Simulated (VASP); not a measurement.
Wanted: the native input for a VASP 6.6.1 run.

```
Task                   : single point
Functional             : LDA
Potentials or basis    : VASP PAW LDA potentials, release 64 (Cs_sv, H)
Cutoff                 : 520 eV
k mesh                 : 8 × 8 × 8
Occupations            : gaussian, width 0.05 eV
Spin                   : no spin polarisation
Dipole correction      : no
Further INCAR settings : ALGO = Normal; EDIFF = 1e-06; NBANDS = 12
```

The structure of CsH lies in POSCAR:

```
CsH
1.0
    0.0000000000      3.1880000000      3.1880000000
    3.1880000000      0.0000000000      3.1880000000
    3.1880000000      3.1880000000      0.0000000000
Cs H
1 1
Direct
   -0.0156838143     -0.0156838143      0.0156838143
    0.5000000000      0.5000000000      0.5000000000
```

This cell differs from its parent crystal: all Cs atoms moved -0.100 Å, as atom 1 along Cartesian [0 0 1].

The input as run:

INCAR

```
SYSTEM = CsH
PREC = Accurate ; ENCUT = 520
EDIFF = 1E-6 ; ISMEAR = 0
SIGMA = 0.05 ; LREAL = .FALSE.
LASPH = .TRUE. ; NELM = 80
ALGO = Normal ; ISIF = 2
LWAVE = .FALSE. ; LCHARG = .FALSE.
NBANDS = 12
```

KPOINTS

```
Automatic mesh
0
G
  8 8 8
  0 0 0
```

Potentials or basis: VASP PAW LDA potentials, release 64 (Cs_sv, H).

The run is started by

```bash
$ cat potpaw_LDA.64/Cs_sv/POTCAR potpaw_LDA.64/H/POTCAR > POTCAR
$ mpirun -np 1 vasp_std > vasp.out
```

Results of the run:

```yaml
Pressure: -1.2 GPa
Largest_force: 0.047 eV/Å
Band_gap_on_the_k_mesh: 1.95 eV
```

Caveat: the cell differs from its parent crystal (all Cs atoms moved -0.100 Å, as atom 1 along Cartesian [0 0 1]); spin-orbit coupling is left out, which moves the levels of the heavy elements.

Run time: 62 s on 1 thread of Intel Xeon 8259CL, with other jobs on the host, peak memory 0.2 GiB.
